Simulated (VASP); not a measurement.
Input of a VASP 6.6.1 run:

The input INCAR:

```
SYSTEM = PtSe2
PREC = Accurate
ENCUT = 520
EDIFF = 1E-6
ISMEAR = 0
SIGMA = 0.15
LREAL = .False.
LASPH = .True.
NELM = 80
ALGO = Normal
ISIF = 2
LWAVE = .False.
LCHARG = .True.
GGA = PE
IVDW = 12
LELF = .True.
LVHAR = .True.
NBANDS = 18
```

File KPOINTS:

```
Automatic mesh
0
Gamma
  12 12 8
  0 0 0
```

Contents of POSCAR:

```
PtSe2
1.0
    3.2057776477      0.0000000000      0.0000000000
   -1.6028888239      3.0212511949      0.0000000000
    0.0000000000      0.0000000000      4.8219239451
Pt Se
1 2
Direct
    0.0000000000      0.0000000000      0.0000000000
    0.3333333333      0.6666666667      0.2655211092
    0.6666666667      0.3333333333      0.7344788908
```

Potentials or basis: VASP PAW PBE potentials, release 64 (Pt, Se).

The run is started by

```sh
$ cat potpaw_PBE.64/Pt/POTCAR potpaw_PBE.64/Se/POTCAR > POTCAR
$ mpirun -np 1 vasp_std > vasp.out
```

**Question.** What does it give for the pressure?

**Answer.** 63.8 GPa.

**Question.** Estimate the largest force.

**Answer.** 4.400 eV/Å.

**Question.** What does it give for the dispersion energy per atom?

**Answer.** -0.624 eV.

Forces in eV/Å, atoms in the order of the input:
```
Pt   0.000  0.000  0.000
Se   0.000 -1.211  4.230
Se   0.000  1.211 -4.230
```

Caveat: the cell differs from its parent crystal (normal strain along x -0.1500, normal strain along y -0.0750); the cell stands under pressure; forces of over 1 eV/Å act on the atoms, so gaps and moduli don't describe the material at rest.
